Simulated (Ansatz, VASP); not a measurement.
MgZrC in VASP and in Ansatz

```
Mg Zr C
1.0
     4.52264    0.00000    0.00000
    -2.26132    3.91672    0.00000
     0.00000    0.00000    2.76196
Mg Zr C
1 1 1
Direct
  0.33333 0.66667 0.00000
  0.00000 0.00000 0.00000
  0.66667 0.33333 0.50000
```

Change from the starting cell: species swapped into the TbHSe type (P-6m2, No. 187).

Alike in both runs: functional PBE; k mesh 12 × 12 × 16; occupations gaussian, width 0.1 eV; no spin polarisation.

Ansatz relaxed the structure, and its values are those at the end. VASP's run is a single point on that final structure, the one shown.

|  | VASP | Ansatz |
| --- | --- | --- |
| version | VASP 6.6.1 | Ansatz 0.2.0 |
| potentials or method | VASP PAW PBE potentials, release 64 (Mg, Zr_sv, C), cutoff 520 eV | scalar-relativistic, plane waves, PAW |
| valence electrons in the cell | 18 | 26 |

```tsv
	VASP	Ansatz	Ansatz less VASP
gap on the k mesh at the Fermi level (eV)	none	none	-
pressure (GPa)	0.0	0.0	-0.02
```

A gap of «none» marks a metal or a gap that the smearing closes. VASP's potentials hold 18 valence electrons a cell and Ansatz's 26, so a difference there can come from the potentials and not from the codes.
